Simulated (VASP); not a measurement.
# Re (Fm-3m) in VASP: further runs

Re is run at these levels: BLYP; tasks: single point.

All numbers are computed with VASP 6.6.1; they aren't measurements. Logs are shortened: lines on timing, memory, paths and dates and some standing lists are left out, and cuts for length are marked.

**1. The cell of the first run**

Symmetry: Fm-3m, No. 225, cubic system. Conventional cell: a = 3.800 Å, b = 3.800 Å, c = 3.800 Å, α = 90.00°, β = 90.00°, γ = 90.00°. Re (site symmetry m-3m) has 12 Re at 2.69 Å within 3.5 Å.

This isn't the form of Re at room conditions, which is hcp.

**2. Single point, BLYP (13.72 Å³/atom)**

Contents of INCAR:

```
SYSTEM = Re
AGGAC    = 1.0          
AGGAX    = 1.0          
ALDAC    = 0.0          
ALDAX    = 1.0          
ALGO     = Normal         ! electronic algorithm
EDIFF    = 1E-6           ! SCF threshold, eV
ENCUT    = 560            ! plane-wave cutoff, eV
GGA      = B5             ! functional
GGA_COMPAT= .False.      
ISIF     = 2              ! what is computed and relaxed
ISMEAR   = -1             ! smearing method
LASPH    = .True.         ! aspherical terms in the spheres
LCHARG   = .True.         ! write CHGCAR
LELF     = .True.         ! ELF
LREAL    = .False.        ! projectors in reciprocal space
LVHAR    = .True.       
LWAVE    = .False.        ! write WAVECAR
NBANDS   = 14             ! bands
NELM     = 120            ! most SCF steps
PREC     = Accurate       ! precision mode
SIGMA    = 0.1            ! smearing width, eV
```

Contents of KPOINTS:

```
k-points
0
Gamma
  15 15 15
  0 0 0
```

Contents of POSCAR:

```
Re
1.0
    0.0000000000      1.8999636340      1.8999636340
    1.8999636340      0.0000000000      1.8999636340
    1.8999636340      1.8999636340      0.0000000000
Re
1
Direct
    0.0000000000      0.0000000000      0.0000000000
```

Potentials or basis: VASP PAW PBE potentials, release 64 (Re_sv_GW).

Run with:

```sh
$ cat potpaw_PBE.64/Re_sv_GW/POTCAR > POTCAR
$ mpirun -np 1 vasp_std > vasp.out
```

OUTCAR:

```text
SYSTEM = Re
   EDIFF = 1E-6
   ENCUT = 560
   GGA = B5
   ISIF = 2
   ISMEAR = -1
   LASPH = .True.
   LREAL = .False.
   NELM = 120
   PREC = Accurate

 ion  position               nearest neighbor table
   1  0.000  0.000  0.000-

  LATTYP: Found a face centered cubic cell.
 ALAT       =     3.7999272680

  Lattice vectors:

 A1 = (   0.0000000000,   1.8999636340,   1.8999636340)
 A2 = (   1.8999636340,   0.0000000000,   1.8999636340)
 A3 = (   1.8999636340,   1.8999636340,   0.0000000000)

Analysis of symmetry for initial positions (statically):
=====================================================================
 Subroutine PRICEL returns:
 Original cell was already a primitive cell.

 Routine SETGRP: Setting up the symmetry group for a
 face centered cubic supercell.

 Subroutine GETGRP returns: Found 48 space group operations
 (whereof 48 operations were pure point group operations)
 out of a pool of 48 trial point group operations.

The static configuration has the point symmetry O_h .

Analysis of symmetry for dynamics (positions and initial velocities):
=====================================================================
 Subroutine PRICEL returns:
 Original cell was already a primitive cell.

 Routine SETGRP: Setting up the symmetry group for a
 face centered cubic supercell.

 Subroutine GETGRP returns: Found 48 space group operations
 (whereof 48 operations were pure point group operations)
 out of a pool of 48 trial point group operations.

The dynamic configuration has the point symmetry O_h .

 Subroutine INISYM returns: Found 48 space group operations
 (whereof 48 operations are pure point group operations),
 and found     1 'primitive' translations

----------------------------------------------------------------------------------------

                                     Primitive cell

  volume of cell :      13.7172

  direct lattice vectors                    reciprocal lattice vectors
     0.000000000  1.899963634  1.899963634    -0.263162932  0.263162932  0.263162932
     1.899963634  0.000000000  1.899963634     0.263162932 -0.263162932  0.263162932
     1.899963634  1.899963634  0.000000000     0.263162932  0.263162932 -0.263162932

  length of vectors
     2.686954339  2.686954339  2.686954339     0.455811568  0.455811568  0.455811568

  position of ions in fractional coordinates (direct lattice)
     0.000000000  0.000000000  0.000000000

  ion indices of the primitive-cell ions
   primitive index   ion index
                 1           1

----------------------------------------------------------------------------------------

 KPOINTS: k-points

Automatic generation of k-mesh.
 Grid dimensions read from file:
 generate k-points for:   15   15   15

 Generating k-lattice:

  Cartesian coordinates                     Fractional coordinates (reciprocal lattice)
    -0.017544195  0.017544195  0.017544195     0.066666667  0.000000000  0.000000000
     0.017544195 -0.017544195  0.017544195     0.000000000  0.066666667  0.000000000
     0.017544195  0.017544195 -0.017544195     0.000000000  0.000000000  0.066666667

  Length of vectors
     0.030387438  0.030387438  0.030387438

  Shift w.r.t. Gamma in fractional coordinates (k-lattice)
     0.000000000  0.000000000  0.000000000

 Subroutine IBZKPT returns following result:
 ===========================================

 Found    120 irreducible k-points:

 Following reciprocal coordinates:
            Coordinates               Weight
  0.000000  0.000000  0.000000      1.000000
  0.066667  0.000000  0.000000      8.000000
  0.133333  0.000000  0.000000      8.000000
  0.200000  0.000000  0.000000      8.000000
  0.266667  0.000000  0.000000      8.000000
  0.333333  0.000000  0.000000      8.000000
[... 16 lines left out ...]
  0.133333  0.133333  0.000000      6.000000
  0.200000  0.133333  0.000000     24.000000
 [... further k-points ...]
   k-points           NKPTS =    120   k-points in BZ     NKDIM =    120   number of bands    NBANDS=     14
   number of dos      NEDOS =    301   number of ions     NIONS =      1
   total plane-waves  NPLWV =  13824
   dimension x,y,z NGX =    24 NGY =   24 NGZ =   24
   dimension x,y,z NGXF=    48 NGYF=   48 NGZF=   48
   ions per type =               1
   NGX,Y,Z   is equivalent  to a cutoff of  14.85, 14.85, 14.85 a.u.
   NGXF,Y,Z  is equivalent  to a cutoff of  29.70, 29.70, 29.70 a.u.
 SYSTEM =  Re
   PREC   = accura    normal or accurate (medium, high low for compatibility)
   ISTART =      0    job   : 0-new  1-cont  2-samecut
   ICHARG =      2    charge: 1-file 2-atom 10-const
   ISPIN  =      1    spin polarized calculation?
   LNONCOLLINEAR =      F non collinear calculations
   LSORBIT =      F    spin-orbit coupling
   LASPH  =      T    aspherical Exc in radial PAW
   ENCUT  =  560.0 eV  41.16 Ry    6.42 a.u.   5.18  5.18  5.18*2*pi/ulx,y,z
   NELM   =    120;   NELMIN=  2; NELMDL= -5     # of ELM steps
   EDIFF  = 0.1E-05   stopping-criterion for ELM
   LREAL  =      F    real-space projection
   EDIFFG = 0.1E-04   stopping-criterion for IOM
   NSW    =      0    number of steps for IOM
   IBRION =     -1    ionic relax: 0-MD 1-quasi-New 2-CG
   NFREE  =      0    steps in history (QN), initial steepest desc. (CG)
   ISIF   =      2    stress and relaxation
   ISYM   =      2    0-nonsym 1-usesym 2-fastsym
   POTIM  = 0.5000    time-step for ionic-motion
   TEBEG  =    0.0;   TEEND  =   0.0 temperature during run
   PSTRESS=    0.0 pullay stress
   NELECT =      15.0000    total number of electrons
   NUPDOWN=      -1.0000    fix difference up-down
   EMIN   =  10.00;   EMAX   =-10.00  energy-range for DOS
   EFERMI =   0.00;   METHOD = LEGACY
   ISMEAR =    -1;   SIGMA  =   0.10  broadening in eV -4-tet -1-fermi 0-gaus
   EFERMI_NEDOS =   21; number of points for ismear=-14 and -15
   IALGO  =     38    algorithm
   IMIX   =      4    mixing-type and parameters
     AMIX     =   0.40;   BMIX     =  1.00
     AMIX_MAG =   1.60;   BMIX_MAG =  1.00
  volume/ion in A,a.u.               =      13.72        92.57
  Fermi-wavevector in a.u.,A,eV,Ry     =   1.686618  3.187245 38.704207  2.844679
  Thomas-Fermi vector in A             =   2.769250
   LORBIT       =      0    0 simple, 1 ext, 2 COOP (PROOUT), +10 PAW based schemes
   GGA     = B5    functional components
   LHFCALC =     F    Hartree Fock is set to
   AEXX    =    0.0000 exact exchange contribution
   IVDW    =     0    specifies the selected vdW correction
   LEPSILON=     F    determine dielectric tensor
   LRPA    =     F    only Hartree local field effects (RPA)
 non-spin polarized calculation
  energy-cutoff  :      560.00
  volume of cell :       13.72
 maximum number of plane-waves:       424
 NGX is ok and might be reduce to    24
   NGX = 11   NGY = 11   NGZ = 11

 number of electron      15.0000000 magnetization

 Free energy of the ion-electron system (eV)
  ---------------------------------------------------
  ext. energy  EPLUGINS =         0.00000000
  ---------------------------------------------------
  free energy    TOTEN  =       -12.07884684 eV

  energy without entropy =      -12.05198269  energy(sigma->0) =      -12.06541477

 E-fermi :  15.1402     XC(G=0): -13.9631

 val. band max:       15.1341249041   @ k =   0.4000   0.3333   0.0000
 cond. band min:      15.1430353797   @ k =  -0.4667   0.4000   0.0667
 fundamental gap:      0.0089104755
 Fermi energy:        15.1401917665

 k-point     1 :       0.0000    0.0000    0.0000
  band No.  band energies     occupation
      1     -64.5633      2.00000
      2     -25.9217      2.00000
      3     -25.9217      2.00000
      4     -25.9217      2.00000
      5       4.7849      2.00000
      6      12.9922      2.00000
      7      12.9922      2.00000
      8      12.9922      2.00000
      9      16.5075      0.00000
     10      16.5075      0.00000
     11      28.3809      0.00000
     12      34.3118      0.00000
     13      34.3118      0.00000
     14      34.3118      0.00000

 k-point     2 :       0.0667    0.0000    0.0000
  band No.  band energies     occupation
      1     -64.5562      2.00000
      2     -25.9943      2.00000
      3     -25.9308      2.00000
      4     -25.9308      2.00000
      5       5.0138      2.00000
      6      12.8395      2.00000
      7      13.0976      2.00000
      8      13.0976      2.00000
      9      16.4167      0.00001
     10      16.4167      0.00001
     11      28.8178      0.00000
     12      33.4427      0.00000
     13      34.7258      0.00000
     14      34.7258      0.00000

 k-point     3 :       0.1333    0.0000    0.0000
  band No.  band energies     occupation
      1     -64.5363      2.00000
      2     -26.1968      2.00000
      3     -25.9566      2.00000
      4     -25.9566      2.00000
      5       5.6550      2.00000
      6      12.4850      2.00000
      7      13.3515      2.00000
      8      13.3515      2.00000
      9      16.2466      0.00003
     10      16.2466      0.00003
     11      29.9028      0.00000
     12      31.9920      0.00000
     13      35.9125      0.00000
     14      35.9125      0.00000
[... 324 lines left out ...]
 k-point    23 :       0.1333    0.1333    0.0000
  band No.  band energies     occupation
      1     -64.5273      2.00000
      2     -26.1887      2.00000
      3     -26.0174      2.00000
      4     -26.0174      2.00000
      5       5.9543      2.00000
      6      11.9869      2.00000
      7      13.7310      2.00000
      8      13.7310      2.00000
      9      15.2513      0.49523
     10      16.8992      0.00000
     11      30.5950      0.00000
     12      33.2189      0.00000
     13      35.0993      0.00000
     14      35.0993      0.00000

 k-point    24 :       0.2000    0.1333    0.0000
  band No.  band energies     occupation
      1     -64.5053      2.00000
      2     -26.3783      2.00000
      3     -26.0656      2.00000
      4     -26.0528      2.00000
      5       6.6559      2.00000
      6      11.5701      2.00000
      7      13.9262      1.99999
      8      14.0910      1.99994
      9      15.0031      1.59507
     10      17.1021      0.00000
     11      31.7511      0.00000
     12      32.4719      0.00000
     13      35.7295      0.00000
     14      36.2942      0.00000

 [... further k-points ...]

------------------------ aborting loop because EDIFF is reached ----------------------------------------

  FORCE on cell =-STRESS in cart. coord.  units (eV):
  Direction    XX          YY          ZZ          XY          YZ          ZX
  --------------------------------------------------------------------------------------
  -------------------------------------------------------------------------------------
  Total        4.7408614      4.7408614      4.7408614      0.0000000      0.0000000      0.0000000
  in kB      553.7350101    553.7350101    553.7350101      0.0000000      0.0000000      0.0000000
  external PRESSURE =     553.7350101 kB  Pullay stress =       0.0000000 kB

 VOLUME and BASIS-vectors are now :
 -----------------------------------------------------------------------------
  energy-cutoff  :      560.00
  volume of cell :       13.72
      direct lattice vectors                 reciprocal lattice vectors
     0.000000000  1.899963634  1.899963634    -0.263162932  0.263162932  0.263162932
     1.899963634  0.000000000  1.899963634     0.263162932 -0.263162932  0.263162932
     1.899963634  1.899963634  0.000000000     0.263162932  0.263162932 -0.263162932

 POSITION                                       TOTAL-FORCE (eV/Angst)
 -----------------------------------------------------------------------------------
      0.00000      0.00000      0.00000         0.000000      0.000000      0.000000
 -----------------------------------------------------------------------------------
    total drift:                               -0.000000     -0.000000     -0.000000

  FREE ENERGIE OF THE ION-ELECTRON SYSTEM (eV)
  ---------------------------------------------------
  free  energy   TOTEN  =       -12.0788468450 eV

  energy  without entropy=      -12.0519826863  energy(sigma->0) =      -12.06541477
```

Run time: 34 s. Hardware: 1 thread of AMD EPYC 7R13 (Zen 3), shared host; peak memory 0.13 GiB.

Results:

```
Free energy            : -12.0788 eV
Pressure               : 55.4 GPa
Band gap on the k mesh : zero (an odd number of electrons rules out a gap without spin polarisation)
```

Caveat: the cell stands under pressure; the PAW data sets were made with another functional, which shifts forces and pressure a little; spin-orbit coupling is left out, which moves the levels of the heavy elements.

**3. Single point, BLYP (14.96 Å³/atom)**

This run uses another cell than the first one, of 14.96 Å³/atom.

Contents of INCAR:

```
AGGAC = 1.0 ; AGGAX = 1.0
ALDAC = 0.0 ; ALDAX = 1.0
ALGO = Normal ; EDIFF = 1E-6
ENCUT = 560 ; GGA = B5
GGA_COMPAT = False ; ISIF = 2
ISMEAR = -1 ; LASPH = True
LCHARG = False ; LREAL = False
LWAVE = False ; NBANDS = 14
NELM = 120 ; PREC = Accurate
SIGMA = 0.1
```

Contents of KPOINTS:

```
k-points
0
Gamma
  15 15 15
```

Contents of POSCAR:

```
Re
1.0
    0.0000000000      1.9558767108      1.9558767108
    1.9558767108      0.0000000000      1.9558767108
    1.9558767108      1.9558767108      0.0000000000
Re
1
Direct
    0.0000000000      0.0000000000      0.0000000000
```

Potentials or basis: VASP PAW PBE potentials, release 64 (Re_sv_GW).

Run with:

```sh
$ cat potpaw_PBE.64/Re_sv_GW/POTCAR > POTCAR
$ mpirun -np 1 vasp_std > vasp.out
```

Run time: 29 s. Hardware: 1 thread of AMD EPYC 7R13 (Zen 3), shared host; peak memory 0.13 GiB.

Results (log left out):

| Item | Value |
| --- | --- |
| Free energy | -12.3497 eV |
| Pressure | 14.6 GPa |
| Band gap on the k mesh | zero (an odd number of electrons rules out a gap without spin polarisation) |

Levels at points of the mesh, in eV from the Fermi level:
```tsv
k point	band 4	band 5	band 6	band 7	band 8	band 9	band 10	band 11	band 12	band 13
(0.00, 0.00, 0.00)	-41.21	-9.78	-1.88	-1.88	-1.88	1.21	1.21	13.28	18.74	18.74
```

Caveat: the cell stands under pressure; the PAW data sets were made with another functional, which shifts forces and pressure a little; spin-orbit coupling is left out, which moves the levels of the heavy elements.

(Continued in part 2 of 3.)

The gap in the log of VASP goes by the Fermi energy; the results here count the filled bands.